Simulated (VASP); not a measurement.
MgCdO, 3 atoms in the cell. Symmetry: P4/mmm, No. 123, tetragonal system. Conventional cell: a = 3.228 Å, b = 3.228 Å, c = 4.438 Å, α = 90.00°, β = 90.00°, γ = 90.00°. Within 2.9 Å of Mg (site symmetry 4/mmm) lie 2 Cd at 2.22 Å. Cd (site symmetry 4/mmm) has 2 Mg at 2.22 Å and 4 O at 2.28 Å within 2.9 Å. O (site symmetry 4/mmm) has 4 Cd at 2.28 Å within 3.0 Å. 

| Item | Value |
| --- | --- |
| Program | VASP 6.6.1 |
| Task | single point |
| Functional | PBE |
| Potentials or basis | VASP PAW PBE potentials, release 64 (Mg, Cd, O) |
| Cutoff | 520 eV |
| k mesh | 6 × 6 × 4 |
| Occupations | gaussian, width 0.1 eV |
| Spin | no spin polarisation |
| Dipole correction | no |
| Further INCAR settings | ALGO = Normal; EDIFF = 1e-06; NBANDS = 17 |

Potentials or basis: VASP PAW PBE potentials, release 64 (Mg, Cd, O).

Command:

```sh
$ cat potpaw_PBE.64/Mg/POTCAR potpaw_PBE.64/Cd/POTCAR potpaw_PBE.64/O/POTCAR > POTCAR
$ mpirun -np 1 vasp_std > vasp.out
```

Hardware: 1 thread of Intel(R) Xeon(R) Platinum 8559C (Emerald Rapids), on a shared host.

Q: Estimate the wall time of this run.

A: Run time: 11 s on 1 thread of Intel(R) Xeon(R) Platinum 8559C (Emerald Rapids) (shared host), peak memory 0.16 GiB. Counts: scf iterations 13, k points 30.
